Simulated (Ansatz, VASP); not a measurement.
Two plane-wave programs on PbS

```
Pb S
1.0
     2.01497   -3.49014    0.00000
     2.01497    3.49014    0.00000
     0.00000    0.00000    7.22054
Pb S
2 2
Direct
  0.00000 0.00000 0.47379
  0.00000 0.00000 0.97379
  0.66668 0.33332 0.70541
  0.33332 0.66668 0.20541
```

Alike in both runs: functional LDA; k mesh 5 × 5 × 3; no spin polarisation.

Ansatz relaxed the structure, and its values are those at the end. VASP's run is a single point on that final structure, the one shown.

|  | VASP | Ansatz |
| --- | --- | --- |
| version | VASP 6.6.1 | Ansatz 0.2.0 |
| potentials or method | VASP PAW LDA potentials, release 64 (Pb_d, S) | plane waves, PAW |
| plane-wave cutoff (eV) | 500 | 420 |
| occupations | gaussian, width 0.01 eV | fixed |
| valence electrons in the cell | 40 | 40 |

|  | VASP | Ansatz | Ansatz less VASP |
| --- | --- | --- | --- |
| pressure (GPa) | 0.1 | 0.0 | -0.06 |
| rms of the force components (eV/Å) | 0.003 | 0.000 | -0.0034 |

LDA's correlation is that of Perdew and Zunger in VASP and of Perdew and Wang (1992) in Ansatz. Ansatz's warnings: metallic iterate.

Spin-orbit coupling is off throughout.
